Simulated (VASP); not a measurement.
# Al16O in VASP: a series of runs

Runs on Al16O. Level: PBE. Tasks: single point.

Program: VASP 6.6.1. These are calculated values, not measurements. Logs are shortened: lines on timing, memory, paths and dates and some standing lists are left out, and cuts for length are marked.

## Step 1: The cell of the first run

The cell holds a slab with vacuum, 17 atoms: a = 5.714 Å, b = 8.080 Å, c = 19.743 Å, α = 90.00°, β = 90.00°, γ = 90.00°.

## Step 2: Single point, PBE

The input, INCAR:

```
PREC = Accurate
ENCUT = 520
EDIFF = 1E-6
ISMEAR = 0
SIGMA = 0.1
LREAL = Auto
LASPH = T
NELM = 80
ALGO = Normal
ISIF = 2
LWAVE = F
LCHARG = T
LDIPOL = T
IDIPOL = 3
DIPOL = 0.5 0.5 0.321
GGA = PE
LELF = T
LVHAR = T
LVACPOTAV = T
NBANDS = 41
```

The input, KPOINTS:

```
Automatic mesh
0
Gamma
  5 4 1
```

The input, POSCAR:

```
Al16O
1.0
    5.7135165838      0.0000000000      0.0000000000
    0.0000000000      8.0801326416      0.0000000000
    0.0000000000      0.0000000000     19.7432786844
Al O
16 1
Direct
    0.2500000000      0.2500000000      0.2026005946
    0.2500000000      0.7500000000      0.2026005946
    0.7500000000      0.2500000000      0.2026005946
    0.7500000000      0.7500000000      0.2026005946
    0.0000000000      0.0000000000      0.2749482107
    0.0000000000      0.5000000000      0.2749482107
    0.5000000000      0.0000000000      0.2749482107
    0.5000000000      0.5000000000      0.2749482107
    0.2500000000      0.2500000000      0.3495466410
    0.2500000000      0.7500000000      0.3495466410
    0.7500000000      0.2500000000      0.3495466410
    0.7500000000      0.7500000000      0.3495466410
    0.0000000000      0.0000000000      0.4175232906
    0.0000000000      0.5000000000      0.4175232906
    0.5000000000      0.0000000000      0.4175232906
    0.5000000000      0.5000000000      0.4175232906
    0.0000000000      0.1250000000      0.4847706273
```

Potentials or basis: VASP PAW PBE potentials, release 64 (Al, O).

Launch:

```sh
$ cat potpaw_PBE.64/Al/POTCAR potpaw_PBE.64/O/POTCAR > POTCAR
$ mpirun -np 1 vasp_std > vasp.out
```

OUTCAR:

```text
PREC = Accurate
   ENCUT = 520
   EDIFF = 1E-6
   ISMEAR = 0
   LREAL = Auto
   LASPH = T
   NELM = 80
   ISIF = 2
   GGA = PE

 ion  position               nearest neighbor table
   1  0.250  0.250  0.203-   3 2.86   3 2.86   6 2.86   7 2.86   8 2.86   5 2.86   9 2.90
   2  0.250  0.750  0.203-   4 2.86   4 2.86   6 2.86   7 2.86   8 2.86   5 2.86  10 2.90
   3  0.750  0.250  0.203-   1 2.86   1 2.86   6 2.86   7 2.86   8 2.86   5 2.86  11 2.90
   4  0.750  0.750  0.203-   2 2.86   2 2.86   6 2.86   7 2.86   8 2.86   5 2.86  12 2.90
   5  0.000  0.000  0.275-  13 2.81   7 2.86   7 2.86   4 2.86   1 2.86   2 2.86   3 2.86  11 2.88
                            12 2.88   9 2.88  10 2.88
   6  0.000  0.500  0.275-  14 2.81   8 2.86   8 2.86   4 2.86   1 2.86   2 2.86   3 2.86  11 2.88
                            12 2.88   9 2.88  10 2.88
   7  0.500  0.000  0.275-  15 2.81   5 2.86   5 2.86   4 2.86   1 2.86   2 2.86   3 2.86  11 2.88
                            12 2.88   9 2.88  10 2.88
   8  0.500  0.500  0.275-  16 2.81   6 2.86   6 2.86   4 2.86   1 2.86   2 2.86   3 2.86  11 2.88
                            12 2.88   9 2.88  10 2.88
   9  0.250  0.250  0.350-  13 2.81  14 2.81  15 2.81  16 2.81  11 2.86  11 2.86   7 2.88   8 2.88
                             5 2.88   6 2.88   1 2.90
  10  0.250  0.750  0.350-  13 2.81  14 2.81  15 2.81  16 2.81  12 2.86  12 2.86   7 2.88   8 2.88
                             5 2.88   6 2.88   2 2.90
  11  0.750  0.250  0.350-  13 2.81  14 2.81  15 2.81  16 2.81   9 2.86   9 2.86   7 2.88   8 2.88
[... 5 lines left out ...]
  14  0.000  0.500  0.418-   9 2.81  10 2.81  11 2.81  12 2.81   6 2.81  16 2.86  16 2.86
  15  0.500  0.000  0.418-   9 2.81  10 2.81  11 2.81  12 2.81   7 2.81  13 2.86  13 2.86
  16  0.500  0.500  0.418-   9 2.81  10 2.81  11 2.81  12 2.81   8 2.81  14 2.86  14 2.86
  17  0.000  0.125  0.485-  13 1.67

  LATTYP: Found a simple orthorhombic cell.
 ALAT       =     5.7135165838
 B/A-ratio  =     1.4142135624
 C/A-ratio  =     3.4555388778

  Lattice vectors:

 A1 = (   5.7135165838,   0.0000000000,   0.0000000000)
 A2 = (   0.0000000000,   8.0801326416,   0.0000000000)
 A3 = (   0.0000000000,   0.0000000000,  19.7432786844)

Analysis of symmetry for initial positions (statically):
=====================================================================
 Subroutine PRICEL returns:
 Original cell was already a primitive cell.

 Routine SETGRP: Setting up the symmetry group for a
 simple orthorhombic supercell.

 Subroutine GETGRP returns: Found  2 space group operations
 (whereof  2 operations were pure point group operations)
 out of a pool of  8 trial point group operations.

The static configuration has the point symmetry C_1h.

Analysis of symmetry for dynamics (positions and initial velocities):
=====================================================================
 Subroutine PRICEL returns:
 Original cell was already a primitive cell.

 Routine SETGRP: Setting up the symmetry group for a
 simple orthorhombic supercell.

 Subroutine GETGRP returns: Found  2 space group operations
 (whereof  2 operations were pure point group operations)
 out of a pool of  8 trial point group operations.

The dynamic configuration has the point symmetry C_1h.

 Subroutine INISYM returns: Found  2 space group operations
 (whereof  2 operations are pure point group operations),
 and found     1 'primitive' translations

----------------------------------------------------------------------------------------

                                     Primitive cell

  volume of cell :     911.4676

  direct lattice vectors                    reciprocal lattice vectors
     5.713516584  0.000000000  0.000000000     0.175023558  0.000000000  0.000000000
     0.000000000  8.080132642  0.000000000     0.000000000  0.123760345  0.000000000
     0.000000000  0.000000000 19.743278684     0.000000000  0.000000000  0.050650149

  length of vectors
     5.713516584  8.080132642 19.743278684     0.175023558  0.123760345  0.050650149

  position of ions in fractional coordinates (direct lattice)
     0.250000000  0.250000000  0.202600595
     0.250000000  0.750000000  0.202600595
     0.750000000  0.250000000  0.202600595
     0.750000000  0.750000000  0.202600595
     0.000000000  0.000000000  0.274948211
     0.000000000  0.500000000  0.274948211
[... 9 lines left out ...]
     0.500000000  0.500000000  0.417523291
     0.000000000  0.125000000  0.484770627

  ion indices of the primitive-cell ions
   primitive index   ion index
                 1           1
                 2           2
                 3           3
                 4           4
                 5           5
                 6           6
[... 9 lines left out ...]
                16          16
                17          17

----------------------------------------------------------------------------------------

 KPOINTS: Automatic mesh

Automatic generation of k-mesh.
 Grid dimensions read from file:
 generate k-points for:    5    4    1

 Generating k-lattice:

  Cartesian coordinates                     Fractional coordinates (reciprocal lattice)
     0.035004712  0.000000000  0.000000000     0.200000000  0.000000000  0.000000000
     0.000000000  0.030940086  0.000000000     0.000000000  0.250000000  0.000000000
     0.000000000  0.000000000  0.050650149     0.000000000  0.000000000  1.000000000

  Length of vectors
     0.035004712  0.030940086  0.050650149

  Shift w.r.t. Gamma in fractional coordinates (k-lattice)
     0.000000000  0.000000000  0.000000000

 Subroutine IBZKPT returns following result:
 ===========================================

 Found      9 irreducible k-points:

 Following reciprocal coordinates:
            Coordinates               Weight
  0.000000  0.000000  0.000000      1.000000
  0.200000  0.000000  0.000000      2.000000
  0.400000  0.000000  0.000000      2.000000
  0.000000  0.250000  0.000000      2.000000
  0.200000  0.250000  0.000000      4.000000
  0.400000  0.250000  0.000000      4.000000
  0.000000  0.500000  0.000000      1.000000
  0.200000  0.500000  0.000000      2.000000
  0.400000  0.500000  0.000000      2.000000
   k-points           NKPTS =      9   k-points in BZ     NKDIM =      9   number of bands    NBANDS=     41
   number of dos      NEDOS =    301   number of ions     NIONS =     17
   total plane-waves  NPLWV = 378000
   dimension x,y,z NGX =    42 NGY =   60 NGZ =  150
   dimension x,y,z NGXF=    84 NGYF=  120 NGZF=  300
   ions per type =              16   1
   NGX,Y,Z   is equivalent  to a cutoff of  12.22, 12.34, 12.63 a.u.
   NGXF,Y,Z  is equivalent  to a cutoff of  24.44, 24.69, 25.26 a.u.
 SYSTEM =  unknown system
   PREC   = accura    normal or accurate (medium, high low for compatibility)
   ISTART =      0    job   : 0-new  1-cont  2-samecut
   ICHARG =      2    charge: 1-file 2-atom 10-const
   ISPIN  =      1    spin polarized calculation?
   LNONCOLLINEAR =      F non collinear calculations
   LSORBIT =      F    spin-orbit coupling
   LASPH  =      T    aspherical Exc in radial PAW
   ENCUT  =  520.0 eV  38.22 Ry    6.18 a.u.  10.62 15.02 36.71*2*pi/ulx,y,z
   NELM   =     80;   NELMIN=  2; NELMDL= -5     # of ELM steps
   EDIFF  = 0.1E-05   stopping-criterion for ELM
   LREAL  =      T    real-space projection
   EDIFFG = 0.1E-04   stopping-criterion for IOM
   NSW    =      0    number of steps for IOM
   IBRION =     -1    ionic relax: 0-MD 1-quasi-New 2-CG
   NFREE  =      0    steps in history (QN), initial steepest desc. (CG)
   ISIF   =      2    stress and relaxation
   ISYM   =      2    0-nonsym 1-usesym 2-fastsym
   POTIM  = 0.5000    time-step for ionic-motion
   TEBEG  =    0.0;   TEEND  =   0.0 temperature during run
   PSTRESS=    0.0 pullay stress
   NELECT =      54.0000    total number of electrons
   NUPDOWN=      -1.0000    fix difference up-down
   EMIN   =  10.00;   EMAX   =-10.00  energy-range for DOS
   EFERMI =   0.00;   METHOD = LEGACY
   ISMEAR =     0;   SIGMA  =   0.10  broadening in eV -4-tet -1-fermi 0-gaus
   EFERMI_NEDOS =   21; number of points for ismear=-14 and -15
   IALGO  =     38    algorithm
   IMIX   =      4    mixing-type and parameters
     AMIX     =   0.40;   BMIX     =  1.00
     AMIX_MAG =   1.60;   BMIX_MAG =  1.00
  volume/ion in A,a.u.               =      53.62       361.82
  Fermi-wavevector in a.u.,A,eV,Ry     =   0.638203  1.206029  5.541699  0.407303
  Thomas-Fermi vector in A             =   1.703466
   LORBIT       =      0    0 simple, 1 ext, 2 COOP (PROOUT), +10 PAW based schemes
   GGA     = PE    functional components
   LHFCALC =     F    Hartree Fock is set to
   AEXX    =    0.0000 exact exchange contribution
   IVDW    =     0    specifies the selected vdW correction
   LEPSILON=     F    determine dielectric tensor
   LRPA    =     F    only Hartree local field effects (RPA)
 non-spin polarized calculation
 Gauss-broadening in eV      SIGMA  =   0.10
  energy-cutoff  :      520.00
  volume of cell :      911.47
 maximum number of plane-waves:     24626
   NGX = 21   NGY = 31   NGZ = 73

 dipolmoment           0.000000      0.000000     -0.030836 electrons x Angstroem

 number of electron      53.9999994 magnetization

 dipolmoment           0.000000      0.000000      0.324569 electrons x Angstroem

 Free energy of the ion-electron system (eV)
  ---------------------------------------------------
  ext. energy  EPLUGINS =         0.00000000
  ---------------------------------------------------
  free energy    TOTEN  =       -61.16191384 eV

  energy without entropy =      -61.14133787  energy(sigma->0) =      -61.15162586

 E-fermi :  -0.9663     XC(G=0):  -4.0641

 val. band max:       -1.1036508566   @ k =   0.4000   0.0000   0.0000
 cond. band min:      -0.9582951603   @ k =   0.0000   0.2500   0.0000
 fundamental gap:      0.1453556963
 Fermi energy:        -0.9662741273

 k-point     1 :       0.0000    0.0000    0.0000
  band No.  band energies     occupation
      1     -17.4884      2.00000
      2     -11.0960      2.00000
      3      -8.9266      2.00000
      4      -8.8651      2.00000
      5      -8.5951      2.00000
      6      -6.6992      2.00000
[... 367 lines left out ...]
     38       1.8579      0.00000
     39       2.1685      0.00000
 [bands above 39 left out]

------------------------ aborting loop because EDIFF is reached ----------------------------------------

  FORCE on cell =-STRESS in cart. coord.  units (eV):
  Direction    XX          YY          ZZ          XY          YZ          ZX
  --------------------------------------------------------------------------------------
  -------------------------------------------------------------------------------------
  Total      -13.0677327     -2.9692892     -1.0511227      0.0000000     -0.1555231      0.0000000
  in kB      -22.9704533     -5.2194149     -1.8476628      0.0000000     -0.2733784      0.0000000
  external PRESSURE =     -10.0125103 kB  Pullay stress =       0.0000000 kB

 VOLUME and BASIS-vectors are now :
 -----------------------------------------------------------------------------
  energy-cutoff  :      520.00
  volume of cell :      911.47
      direct lattice vectors                 reciprocal lattice vectors
     5.713516584  0.000000000  0.000000000     0.175023558  0.000000000  0.000000000
     0.000000000  8.080132642  0.000000000     0.000000000  0.123760345  0.000000000
     0.000000000  0.000000000 19.743278684     0.000000000  0.000000000  0.050650149

 POSITION                                       TOTAL-FORCE (eV/Angst)
 -----------------------------------------------------------------------------------
      1.42838      2.02003      4.00000         0.036353      0.024278      0.205103
      1.42838      6.06010      4.00000        -0.008586     -0.061616      0.228840
      4.28514      2.02003      4.00000        -0.036353      0.024278      0.205103
      4.28514      6.06010      4.00000         0.008586     -0.061616      0.228840
      0.00000      0.00000      5.42838         0.000000      0.125107     -0.136361
      0.00000      4.04007      5.42838         0.000000      0.035537     -0.216272
[... 9 lines left out ...]
      2.85676      4.04007      8.24328         0.000000     -0.019074     -0.021436
      0.00000      1.01002      9.57096         0.000000      0.388801      0.080805
 -----------------------------------------------------------------------------------
    total drift:                                0.000000     -0.002518     -0.000805

  FREE ENERGIE OF THE ION-ELECTRON SYSTEM (eV)
  ---------------------------------------------------
  free  energy   TOTEN  =       -61.1619138414 eV

  energy  without entropy=      -61.1413378747  energy(sigma->0) =      -61.15162586

 vacuum level on the upper side and lower side of the slab         4.483         3.211
```

It took 9.2 min on 1 thread of AMD EPYC 7R13 (Zen 3), shared host; peak memory 0.79 GiB.

Results:

```
Free energy            : -61.1619 eV
Largest force          : 0.567 eV/Å
Band gap on the k mesh : zero (bands 27 and 28 overlap by 0.70 eV)
```

Forces on the atoms (eV/Å):
```
Al   0.036  0.024  0.205
Al  -0.009 -0.062  0.229
Al  -0.036  0.024  0.205
Al   0.009 -0.062  0.229
Al   0.000  0.125 -0.136
Al   0.000  0.036 -0.216
Al   0.000  0.078 -0.252
Al   0.000  0.008 -0.244
Al   0.048  0.010 -0.074
Al   0.032  0.103  0.029
Al  -0.048  0.010 -0.074
Al  -0.032  0.103  0.029
Al   0.000 -0.542 -0.168
Al   0.000 -0.215  0.175
Al   0.000 -0.010  0.003
Al   0.000 -0.019 -0.021
O    0.000  0.389  0.081
```

Levels at points of the mesh, in eV from the Fermi level:
| k point | band 23 | band 24 | band 25 | band 26 | band 27 | band 28 | band 29 | band 30 | band 31 | band 32 |
| --- | --- | --- | --- | --- | --- | --- | --- | --- | --- | --- |
| (0.00, 0.00, 0.00) | -1.10 | -1.10 | -0.96 | -0.57 | -0.45 | -0.41 | 0.27 | 0.29 | 0.63 | 1.47 |
| (0.00, 0.50, 0.00) | -1.00 | -0.86 | -0.80 | -0.72 | -0.65 | -0.45 | 0.31 | 0.43 | 0.74 | 1.13 |

(Part 1 of 2 ends here.)
